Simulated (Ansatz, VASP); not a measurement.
## Zr2Si3 in VASP and in Ansatz

```
CELL_PARAMETERS angstrom
5.17882 0.00000 0.00000
0.00000 5.17882 0.00000
0.00000 0.00000 5.12563
ATOMIC_POSITIONS crystal
Zr 0.50000 0.50000 0.50000
Zr 0.50000 0.50000 0.00000
Si 0.50000 0.00000 0.00000
Si 0.00000 0.50000 0.00000
Si 0.00000 0.00000 0.00000
```

Change from the starting cell: species swapped into the Zr3Cd2 type (Pmmm, No. 47).

Alike in both runs: functional PBE; k mesh 8 × 8 × 8; occupations gaussian, width 0.1 eV; no spin polarisation.

Ansatz relaxed the structure, and its values are those at the end. VASP's run is a single point on that final structure, the one shown.

|  | VASP | Ansatz |
| --- | --- | --- |
| version | VASP 6.6.1 | Ansatz 0.2.0 |
| potentials or method | VASP PAW PBE potentials, release 64 (Zr_sv, Si), cutoff 520 eV | scalar-relativistic, plane waves, PAW |
| valence electrons in the cell | 36 | 36 |

|  | VASP | Ansatz | Ansatz less VASP |
| --- | --- | --- | --- |
| gap on the k mesh at the Fermi level (eV) | none | none | - |
| pressure (GPa) | 0.0 | 0.0 | -0.03 |

A gap of «none» marks a metal or a gap that the smearing closes.
